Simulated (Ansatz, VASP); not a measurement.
**GaAs: VASP beside Ansatz**

Contents of INCAR:

```
PREC = Accurate
ENCUT = 520
EDIFF = 1E-6
ISMEAR = 0
SIGMA = 0.1
LREAL = F
LASPH = T
NELM = 150
ALGO = Normal
ISIF = 2
LWAVE = F
LCHARG = F
LDAU = T
LDAUTYPE = 2
LDAUL = 2 -1
LDAUU = 3.8 0
LDAUJ = 0 0
LDAUPRINT = 1
GGA = PS
NBANDS = 16
```

The input KPOINTS:

```
Automatic mesh
0
Gamma
  4 4 4
```

Contents of POSCAR:

```
GaAs
1.0
    0.0000000000      2.8750910496      2.8750910496
    2.8750910496      0.0000000000      2.8750910496
    2.8750910496      2.8750910496      0.0000000000
Ga As
1 1
Direct
    0.0000000000      0.0000000000      0.0000000000
    0.2500000000      0.2500000000      0.2500000000
```

Input for Ansatz:

```yaml
crystal:
  lattice:
    - [0.0, 2.8750910496, 2.8750910496]
    - [2.8750910496, 0.0, 2.8750910496]
    - [2.8750910496, 2.8750910496, 0.0]
  atoms:
    - { symbol: Ga, position: [0.0, 0.0, 0.0] }
    - { symbol: As, position: [0.25, 0.25, 0.25] }
basis:
  ecutwfc: 420
kpoints:
  mp_grid: { grid: [4, 4, 4] }
hamiltonian:
  xc: pbesol
  hubbard: { sites: [{ species: Ga, l: d, u_eff: 3.8 }] }
scf:
  occupations: { method: gaussian, width: 0.1 }
output:
  forces: true
  stress: true
  eigenvalues: true
```

Alike in both runs: task single point; functional PBEsol; k mesh 4 × 4 × 4; occupations gaussian, width 0.1 eV; no spin polarisation; Hubbard terms Ga d U = 3.8 eV.

|  | VASP | Ansatz |
| --- | --- | --- |
| version | VASP 6.6.1 | Ansatz 0.2.0 |
| potentials or method | VASP PAW PBE potentials, release 64 (Ga_d, As), cutoff 520 eV | scalar-relativistic, plane waves, PAW |
| valence electrons in the cell | 18 | 28 |

Ansatz gave:

- gap on the k mesh at the Fermi level (eV): 0.07
- least direct gap on the mesh (eV): 0.07
- pressure (GPa): -2.3

Q: Which values does VASP return?

A: gap on the k mesh at the Fermi level (eV): 0.19; least direct gap on the mesh (eV): 0.19; pressure (GPa): -3.8.

VASP's potentials were made for PBE, not for PBEsol. The programs project onto different local orbitals, so the same U acts differently, and such runs can settle in different states. VASP's potentials hold 18 valence electrons a cell and Ansatz's 28, so a difference there can come from the potentials and not from the codes.

The k mesh is coarse, so the values compare programs but aren't converged.
